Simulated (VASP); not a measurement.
Os, 2 atoms in the cell. It takes space group P6_3/mmc (No. 194, hexagonal). The conventional cell has a = 2.727 Å, b = 2.727 Å, c = 4.313 Å, α = 90.00°, β = 90.00°, γ = 120.00°. Within 3.5 Å of Os (site symmetry -6m2) lie 12 Os at 2.67 to 2.73 Å. 

| Item | Value |
| --- | --- |
| Program | VASP 6.6.1 |
| Task | relaxation of cell and atoms |
| Functional | PBEsol |
| Potentials or basis | VASP PAW PBE potentials, release 64 (Os) |
| Cutoff | 600 eV |
| k mesh | 18 × 18 × 10 |
| Occupations | fermi-dirac, width 0.15 eV |
| Spin | no spin polarisation |
| Dipole correction | no |
| Further INCAR settings | ALGO = Normal; EDIFF = 1e-06; IBRION = 2; EDIFFG = -0.001; NSW = 80; ISIF = 3 |

Potentials or basis: VASP PAW PBE potentials, release 64 (Os).

Command:

```sh
$ cat potpaw_PBE.64/Os/POTCAR > POTCAR
$ mpirun -np 1 vasp_std > vasp.out
```

Hardware: 1 thread of Oxide Virtual Turin-like Processor, with other jobs on the host.

How long does it take, and how much memory?

Run time: 5 min on 1 thread of Oxide Virtual Turin-like Processor, with other jobs on the host, peak memory 0.2 GiB. Counts: scf iterations 32, k points 222, ion steps 5.
